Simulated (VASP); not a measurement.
# InSe2 (P4/nmm) in VASP: further runs

Runs on InSe2. Level: PBEsol. Tasks: single point.

Program: VASP 6.6.1. These are calculated values, not measurements. Logs are shortened: lines on timing, memory, paths and dates and some standing lists are left out, and cuts for length are marked.

### 1 The cell of the first run

The structure is tetragonal, space group P4/nmm (No. 129). Conventional cell: a = 3.895 Å, b = 3.895 Å, c = 9.626 Å, α = 90.00°, β = 90.00°, γ = 90.00°. In (site symmetry 4mm) has 9 Se at 2.84 to 3.43 Å within 3.7 Å. Within 4.1 Å of Se (site symmetry 4mm) lie 5 In at 2.84 to 3.28 Å and 12 Se at 3.77 to 4.03 Å. Within 3.6 Å of Se (site symmetry -4m2) lie 4 Se at 2.75 Å and 4 In at 3.43 Å.

### 2 Single point, PBEsol

Contents of INCAR:

```
SYSTEM = InSe2
  PREC = Accurate
  ENCUT = 520
  EDIFF = 1E-6
  ISMEAR = 0
  SIGMA = 0.1
  LREAL = .False.
  LASPH = .True.
  NELM = 60
  ALGO = Normal
  ISIF = 2
  LWAVE = .False.
  LCHARG = .True.
  GGA = PS
  LELF = .True.
  LVHAR = .True.
  NBANDS = 34
```

Contents of KPOINTS:

```
Automatic mesh
0
Gamma
  8 8 4
  0.5 0.5 0.5
```

Contents of POSCAR:

```
InSe2
1.0
    3.8948930000      0.0000000000      0.0000000000
    0.0000000000      3.8948930000      0.0000000000
    0.0000000000      0.0000000000      9.6262310000
In Se
2 4
Direct
    0.0000000000      0.5000000000      0.7064680000
    0.5000000000      0.0000000000      0.2935320000
    0.0000000000      0.5000000000      0.3662120000
    0.5000000000      0.0000000000      0.6337880000
    0.0000000000      0.0000000000      0.0000000000
    0.5000000000      0.5000000000      0.0000000000
```

Potentials or basis: VASP PAW PBE potentials, release 64 (In_d, Se).

Run with:

```
> cat potpaw_PBE.64/In_d/POTCAR potpaw_PBE.64/Se/POTCAR > POTCAR
> mpirun -np 1 vasp_std > vasp.out
```

OUTCAR:

```text
SYSTEM = InSe2
   PREC = Accurate
   ENCUT = 520
   EDIFF = 1E-6
   ISMEAR = 0
   LREAL = .False.
   LASPH = .True.
   NELM = 60
   ISIF = 2
   GGA = PS

 ion  position               nearest neighbor table
   1  0.000  0.500  0.706-   4 2.84   4 2.84   4 2.84   4 2.84   3 3.28
   2  0.500  0.000  0.294-   3 2.84   3 2.84   3 2.84   3 2.84   4 3.28
   3  0.000  0.500  0.366-   2 2.84   2 2.84   2 2.84   2 2.84   1 3.28
   4  0.500  0.000  0.634-   1 2.84   1 2.84   1 2.84   1 2.84   2 3.28
   5  0.000  0.000  0.000-   6 2.75   6 2.75   6 2.75   6 2.75
   6  0.500  0.500  0.000-   5 2.75   5 2.75   5 2.75   5 2.75

  LATTYP: Found a simple tetragonal cell.
 ALAT       =     3.8948930000
 C/A-ratio  =     2.4715007575

  Lattice vectors:

 A1 = (   3.8948930000,   0.0000000000,   0.0000000000)
 A2 = (   0.0000000000,   3.8948930000,   0.0000000000)
 A3 = (   0.0000000000,   0.0000000000,   9.6262310000)

Analysis of symmetry for initial positions (statically):
=====================================================================
 Subroutine PRICEL returns:
 Original cell was already a primitive cell.

 Routine SETGRP: Setting up the symmetry group for a
 simple tetragonal supercell.

 Subroutine GETGRP returns: Found 16 space group operations
 (whereof  8 operations were pure point group operations)
 out of a pool of 16 trial point group operations.

The static configuration has the point symmetry D_2d.
 The point group associated with its full space group is D_4h.

Analysis of symmetry for dynamics (positions and initial velocities):
=====================================================================
 Subroutine PRICEL returns:
 Original cell was already a primitive cell.

 Routine SETGRP: Setting up the symmetry group for a
 simple tetragonal supercell.

 Subroutine GETGRP returns: Found 16 space group operations
 (whereof  8 operations were pure point group operations)
 out of a pool of 16 trial point group operations.

The dynamic configuration has the point symmetry D_2d.
 The point group associated with its full space group is D_4h.

 Subroutine INISYM returns: Found 16 space group operations
 (whereof  8 operations are pure point group operations),
 and found     1 'primitive' translations

----------------------------------------------------------------------------------------

                                     Primitive cell

  volume of cell :     146.0318

  direct lattice vectors                    reciprocal lattice vectors
     3.894893000  0.000000000  0.000000000     0.256746463  0.000000000  0.000000000
     0.000000000  3.894893000  0.000000000     0.000000000  0.256746463  0.000000000
     0.000000000  0.000000000  9.626231000     0.000000000  0.000000000  0.103882818

  length of vectors
     3.894893000  3.894893000  9.626231000     0.256746463  0.256746463  0.103882818

  position of ions in fractional coordinates (direct lattice)
     0.000000000  0.500000000  0.706468000
     0.500000000  0.000000000  0.293532000
     0.000000000  0.500000000  0.366212000
     0.500000000  0.000000000  0.633788000
     0.000000000  0.000000000  0.000000000
     0.500000000  0.500000000  0.000000000

  ion indices of the primitive-cell ions
   primitive index   ion index
                 1           1
                 2           2
                 3           3
                 4           4
                 5           5
                 6           6

----------------------------------------------------------------------------------------

 KPOINTS: Automatic mesh

Automatic generation of k-mesh.
 Grid dimensions read from file:
 generate k-points for:    8    8    4

 Generating k-lattice:

  Cartesian coordinates                     Fractional coordinates (reciprocal lattice)
     0.032093308  0.000000000  0.000000000     0.125000000  0.000000000  0.000000000
     0.000000000  0.032093308  0.000000000     0.000000000  0.125000000  0.000000000
     0.000000000  0.000000000  0.025970704     0.000000000  0.000000000  0.250000000

  Length of vectors
     0.032093308  0.032093308  0.025970704

  Shift w.r.t. Gamma in fractional coordinates (k-lattice)
     0.500000000  0.500000000  0.500000000

 Subroutine IBZKPT returns following result:
 ===========================================

 Found     20 irreducible k-points:

 Following reciprocal coordinates:
            Coordinates               Weight
  0.062500  0.062500  0.125000      8.000000
  0.187500  0.062500  0.125000     16.000000
  0.312500  0.062500  0.125000     16.000000
  0.437500  0.062500  0.125000     16.000000
  0.187500  0.187500  0.125000      8.000000
  0.312500  0.187500  0.125000     16.000000
[... 12 lines left out ...]
  0.437500  0.312500  0.375000     16.000000
  0.437500  0.437500  0.375000      8.000000
   k-points           NKPTS =     20   k-points in BZ     NKDIM =     20   number of bands    NBANDS=     34
   number of dos      NEDOS =    301   number of ions     NIONS =      6
   total plane-waves  NPLWV =  64800
   dimension x,y,z NGX =    30 NGY =   30 NGZ =   72
   dimension x,y,z NGXF=    60 NGYF=   60 NGZF=  144
   ions per type =               2   4
   NGX,Y,Z   is equivalent  to a cutoff of  12.80, 12.80, 12.43 a.u.
   NGXF,Y,Z  is equivalent  to a cutoff of  25.61, 25.61, 24.87 a.u.
 SYSTEM =  InSe2
   PREC   = accura    normal or accurate (medium, high low for compatibility)
   ISTART =      0    job   : 0-new  1-cont  2-samecut
   ICHARG =      2    charge: 1-file 2-atom 10-const
   ISPIN  =      1    spin polarized calculation?
   LNONCOLLINEAR =      F non collinear calculations
   LSORBIT =      F    spin-orbit coupling
   LASPH  =      T    aspherical Exc in radial PAW
   ENCUT  =  520.0 eV  38.22 Ry    6.18 a.u.   7.24  7.24 17.90*2*pi/ulx,y,z
   NELM   =     60;   NELMIN=  2; NELMDL= -5     # of ELM steps
   EDIFF  = 0.1E-05   stopping-criterion for ELM
   LREAL  =      F    real-space projection
[... 7 lines left out ...]
   TEBEG  =    0.0;   TEEND  =   0.0 temperature during run
   PSTRESS=    0.0 pullay stress
   NELECT =      50.0000    total number of electrons
   NUPDOWN=      -1.0000    fix difference up-down
   EMIN   =  10.00;   EMAX   =-10.00  energy-range for DOS
   EFERMI =   0.00;   METHOD = LEGACY
   ISMEAR =     0;   SIGMA  =   0.10  broadening in eV -4-tet -1-fermi 0-gaus
   EFERMI_NEDOS =   21; number of points for ismear=-14 and -15
   IALGO  =     38    algorithm
   IMIX   =      4    mixing-type and parameters
     AMIX     =   0.40;   BMIX     =  1.00
     AMIX_MAG =   1.60;   BMIX_MAG =  1.00
  volume/ion in A,a.u.               =      24.34       164.25
  Fermi-wavevector in a.u.,A,eV,Ry     =   1.145291  2.164286 17.846635  1.311691
  Thomas-Fermi vector in A             =   2.281980
   LORBIT       =      0    0 simple, 1 ext, 2 COOP (PROOUT), +10 PAW based schemes
   GGA     = PS    functional components
   LHFCALC =     F    Hartree Fock is set to
   AEXX    =    0.0000 exact exchange contribution
   IVDW    =     0    specifies the selected vdW correction
   LEPSILON=     F    determine dielectric tensor
   LRPA    =     F    only Hartree local field effects (RPA)
 non-spin polarized calculation
 Gauss-broadening in eV      SIGMA  =   0.10
  energy-cutoff  :      520.00
  volume of cell :      146.03
 maximum number of plane-waves:      3944
 NGX is ok and might be reduce to    30
   NGX = 15   NGY = 15   NGZ = 35

 number of electron      49.9999991 magnetization

 Free energy of the ion-electron system (eV)
  ---------------------------------------------------
  ext. energy  EPLUGINS =         0.00000000
  ---------------------------------------------------
  free energy    TOTEN  =       -22.67701734 eV

  energy without entropy =      -22.66390819  energy(sigma->0) =      -22.67046276

 E-fermi :   4.9132     XC(G=0): -10.0448

 val. band max:        4.8841693529   @ k =   0.4375   0.0625   0.3750
 cond. band min:       4.9172171893   @ k =   0.4375   0.0625   0.1250
 fundamental gap:      0.0330478364
 Fermi energy:         4.9131868460

 k-point     1 :       0.0625    0.0625    0.1250
  band No.  band energies     occupation
      1     -10.0678      2.00000
      2      -9.6992      2.00000
      3      -9.6362      2.00000
      4      -9.5074      2.00000
      5      -9.5044      2.00000
      6      -9.4731      2.00000
[... 26 lines left out ...]
     33      10.8158      0.00000
     34      11.0472      0.00000

 k-point     2 :       0.1875    0.0625    0.1250
  band No.  band energies     occupation
      1      -9.8453      2.00000
      2      -9.6623      2.00000
      3      -9.5802      2.00000
      4      -9.4950      2.00000
      5      -9.4943      2.00000
      6      -9.4816      2.00000
[... 26 lines left out ...]
     33      10.6243      0.00000
     34      11.0189      0.00000

 k-point     3 :       0.3125    0.0625    0.1250
  band No.  band energies     occupation
      1      -9.6351      2.00000
      2      -9.6026      2.00000
      3      -9.5248      2.00000
      4      -9.5100      2.00000
      5      -9.5040      2.00000
      6      -9.4973      2.00000
[... 26 lines left out ...]
     33      10.5852      0.00000
     34      10.7904      0.00000

 k-point     4 :       0.4375    0.0625    0.1250
  band No.  band energies     occupation
      1      -9.5936      2.00000
      2      -9.5762      2.00000
      3      -9.5375      2.00000
      4      -9.5264      2.00000
      5      -9.5141      2.00000
      6      -9.5131      2.00000
[... 26 lines left out ...]
     33      10.2288      0.00000
     34      10.4222      0.00000

 k-point     5 :       0.1875    0.1875    0.1250
  band No.  band energies     occupation
      1      -9.6941      2.00000
      2      -9.6469      2.00000
      3      -9.5677      2.00000
      4      -9.5001      2.00000
      5      -9.4933      2.00000
      6      -9.4866      2.00000
[... 473 lines left out ...]
 k-point    18 :       0.3125    0.3125    0.3750
  band No.  band energies     occupation
      1      -9.7255      2.00000
      2      -9.7175      2.00000
      3      -9.5307      2.00000
      4      -9.5012      2.00000
      5      -9.4989      2.00000
      6      -9.4950      2.00000
[... 26 lines left out ...]
     33      10.5343      0.00000
     34      10.8864      0.00000

 k-point    19 :       0.4375    0.3125    0.3750
  band No.  band energies     occupation
      1      -9.7710      2.00000
      2      -9.7697      2.00000
      3      -9.5196      2.00000
      4      -9.5114      2.00000
      5      -9.4995      2.00000
      6      -9.4965      2.00000
[... 26 lines left out ...]
     33      10.4175      0.00000
     34      10.6869      0.00000

 k-point    20 :       0.4375    0.4375    0.3750
  band No.  band energies     occupation
      1      -9.8357      2.00000
      2      -9.8357      2.00000
      3      -9.5140      2.00000
      4      -9.5114      2.00000
      5      -9.5031      2.00000
      6      -9.5010      2.00000
[... 26 lines left out ...]
     33      10.4723      0.00000
     34      10.7141      0.00000

------------------------ aborting loop because EDIFF is reached ----------------------------------------

  FORCE on cell =-STRESS in cart. coord.  units (eV):
  Direction    XX          YY          ZZ          XY          YZ          ZX
  --------------------------------------------------------------------------------------
  -------------------------------------------------------------------------------------
  Total       -3.5425470     -3.5425470     -2.2001284      0.0000000      0.0000000      0.0000000
  in kB      -38.8668073    -38.8668073    -24.1385544      0.0000000      0.0000000      0.0000000
  external PRESSURE =     -33.9573896 kB  Pullay stress =       0.0000000 kB

 VOLUME and BASIS-vectors are now :
 -----------------------------------------------------------------------------
  energy-cutoff  :      520.00
  volume of cell :      146.03
      direct lattice vectors                 reciprocal lattice vectors
     3.894893000  0.000000000  0.000000000     0.256746463  0.000000000  0.000000000
     0.000000000  3.894893000  0.000000000     0.000000000  0.256746463  0.000000000
     0.000000000  0.000000000  9.626231000     0.000000000  0.000000000  0.103882818

 POSITION                                       TOTAL-FORCE (eV/Angst)
 -----------------------------------------------------------------------------------
      0.00000      1.94745      6.80062         0.000000     -0.000000     -0.025229
      1.94745      0.00000      2.82561         0.000000     -0.000000      0.025229
      0.00000      1.94745      3.52524         0.000000     -0.000000     -0.048520
      1.94745      0.00000      6.10099         0.000000      0.000000      0.048520
      0.00000      0.00000      0.00000         0.000000     -0.000000     -0.000000
      1.94745      1.94745      0.00000         0.000000      0.000000     -0.000000
 -----------------------------------------------------------------------------------
    total drift:                                0.000000      0.000000      0.000000

  FREE ENERGIE OF THE ION-ELECTRON SYSTEM (eV)
  ---------------------------------------------------
  free  energy   TOTEN  =       -22.6770173383 eV

  energy  without entropy=      -22.6639081897  energy(sigma->0) =      -22.67046276
```

Wall time 45 s (1 thread of Intel Xeon 6975P-C (Granite Rapids), shared host); peak memory 0.27 GiB.

What came out:

| Quantity | Value |
| --- | --- |
| Free energy | -22.6770 eV |
| Pressure | -3.4 GPa |
| Largest force | 0.049 eV/Å |
| Band gap on the k mesh | zero (bands 25 and 26 overlap by 1.66 eV) |

Forces in eV/Å, atoms in the order of the input:
```
In   0.000  0.000 -0.025
In   0.000  0.000  0.025
Se   0.000  0.000 -0.049
Se   0.000  0.000  0.049
Se   0.000  0.000  0.000
Se   0.000  0.000  0.000
```

Caveat: the cell stands under tension; the PAW data sets were made with another functional, which shifts forces and pressure a little; spin-orbit coupling is left out, which moves the levels of the heavy elements.

### 3 Single point, PBEsol

Contents of INCAR:

```
SYSTEM = InSe2
  ALGO = Normal
  EDIFF = 1E-6
  ENCUT = 520
  GGA = PS
  ISIF = 2
  ISMEAR = 0
  LASPH = .True.
  LCHARG = .False.
  LREAL = .False.
  LWAVE = .False.
  NBANDS = 34
  NELM = 60
  PREC = Accurate
  SIGMA = 0.1
```

Contents of KPOINTS:

```
k-points
0
Gamma
  10 10 4
  0 0 0
```

POSCAR is that of step 2.

Potentials or basis: VASP PAW PBE potentials, release 64 (In_d, Se).

Run with:

```
> cat potpaw_PBE.64/In_d/POTCAR potpaw_PBE.64/Se/POTCAR > POTCAR
> mpirun -np 1 vasp_std > vasp.out
```

Wall time 1.9 min (1 thread of Intel Xeon 6975P-C (Granite Rapids), shared host); peak memory 0.4 GiB.

Results (log left out):

| Quantity | Value |
| --- | --- |
| Free energy | -22.6496 eV |
| Pressure | -3.3 GPa |
| Largest force | 0.101 eV/Å |
| Band gap on the k mesh | zero (bands 25 and 26 overlap by 2.10 eV) |

Forces on the atoms (eV/Å):
```
In   0.000  0.000 -0.101
In   0.000  0.000  0.101
Se   0.000  0.000 -0.050
Se   0.000  0.000  0.050
Se   0.000  0.000  0.000
Se   0.000  0.000  0.000
```

Stress tensor (GPa, compression positive):
```
-3.85  0.00  0.00
 0.00 -3.85  0.00
 0.00  0.00 -2.15
```

Levels at points of the mesh, in eV from the Fermi level:
| k point | band 23 | band 24 | band 25 | band 26 | band 27 | band 28 |
| --- | --- | --- | --- | --- | --- | --- |
| (0.00, 0.00, 0.00) | -1.67 | -1.67 | 0.23 | 0.60 | 2.84 | 2.84 |
| (0.50, 0.00, 0.00) | -1.29 | -1.29 | -0.92 | -0.92 | 1.72 | 1.72 |
| (0.50, 0.50, 0.00) | -1.49 | -1.49 | -1.02 | -1.02 | 2.66 | 2.66 |
| (0.00, 0.00, 0.50) | -1.60 | -1.18 | 0.23 | 0.64 | 2.03 | 2.84 |
| (0.50, 0.00, 0.50) | -0.93 | -0.93 | -0.93 | -0.93 | 1.15 | 1.15 |
| (0.50, 0.50, 0.50) | -1.74 | -1.74 | -1.40 | -1.40 | 3.50 | 3.50 |

Caveat: the cell stands under tension; the PAW data sets were made with another functional, which shifts forces and pressure a little; spin-orbit coupling is left out, which moves the levels of the heavy elements.

### 4 Single point, PBEsol

Contents of INCAR:

```
SYSTEM = InSe2
  PREC = Accurate
  ENCUT = 520
  EDIFF = 1E-7
  ISMEAR = 0
  SIGMA = 0.01
  LREAL = .False.
  LASPH = .True.
  NELM = 60
  ALGO = Normal
  ISIF = 2
  LWAVE = .False.
  LCHARG = .False.
  GGA = PS
  NBANDS = 34
```

Contents of KPOINTS:

```
regular mesh
0
Gamma
  10 10 4
  0 0 0
```

POSCAR is that of step 3.

Run with:

```
> cat potpaw_PBE.64/In_d/POTCAR potpaw_PBE.64/Se/POTCAR > POTCAR
> mpirun -np 1 vasp_std > vasp.out
```

Run time: 2.1 min. Hardware: 1 thread of Intel Xeon 6975P-C (Granite Rapids), shared host; peak memory 0.4 GiB.

It converged, with:

* Free energy: -22.6414 eV
* Pressure: -3.3 GPa
* Largest force: 0.098 eV/Å
* Band gap on the k mesh: zero (bands 25 and 26 overlap by 2.10 eV)

Forces on the atoms (eV/Å):
```
In   0.000  0.000 -0.098
In   0.000  0.000  0.098
Se   0.000  0.000 -0.049
Se   0.000  0.000  0.049
Se   0.000  0.000  0.000
Se   0.000  0.000  0.000
```

Stress tensor (GPa, compression positive):
```
-3.87  0.00  0.00
 0.00 -3.87  0.00
 0.00  0.00 -2.18
```

Levels at points of the mesh, in eV from the Fermi level:
```csv
k point,band 22,band 23,band 24,band 25,band 26,band 27,band 28,band 29
"(0.00, 0.00, 0.00)",-2.06,-1.70,-1.70,0.21,0.57,2.81,2.81,3.25
"(0.50, 0.00, 0.00)",-1.88,-1.32,-1.32,-0.94,-0.94,1.70,1.70,3.02
"(0.50, 0.50, 0.00)",-3.61,-1.51,-1.51,-1.05,-1.05,2.64,2.64,3.86
"(0.00, 0.00, 0.50)",-1.63,-1.63,-1.20,0.21,0.62,2.00,2.81,2.81
"(0.50, 0.00, 0.50)",-1.66,-0.95,-0.95,-0.95,-0.95,1.12,1.12,3.40
"(0.50, 0.50, 0.50)",-3.45,-1.76,-1.76,-1.43,-1.43,3.47,3.47,4.44
```

Caveat: the cell stands under tension; the PAW data sets were made with another functional, which shifts forces and pressure a little; spin-orbit coupling is left out, which moves the levels of the heavy elements.

### 5 Overview

| k mesh | smearing | gap on the mesh (eV) | pressure (GPa) | largest force (eV/Å) |
| --- | --- | --- | --- | --- |
| 8 × 8 × 4, shifted | gaussian 0.1 eV | none | -3.4 | 0.05 |
| 10 × 10 × 4 | gaussian 0.1 eV | none | -3.3 | 0.10 |
| 10 × 10 × 4 | gaussian 0.01 eV | none | -3.3 | 0.10 |

Alike in all rows: task single point; level PBEsol; potentials or basis VASP PAW PBE potentials, release 64 (In_d, Se); no spin polarisation; cell as given; cutoff (eV) 520.

Caveats: the cell stands under tension; the PAW data sets were made with another functional, which shifts forces and pressure a little; spin-orbit coupling is left out, which moves the levels of the heavy elements.

Absolute energies hang on the potentials; compare differences alone.
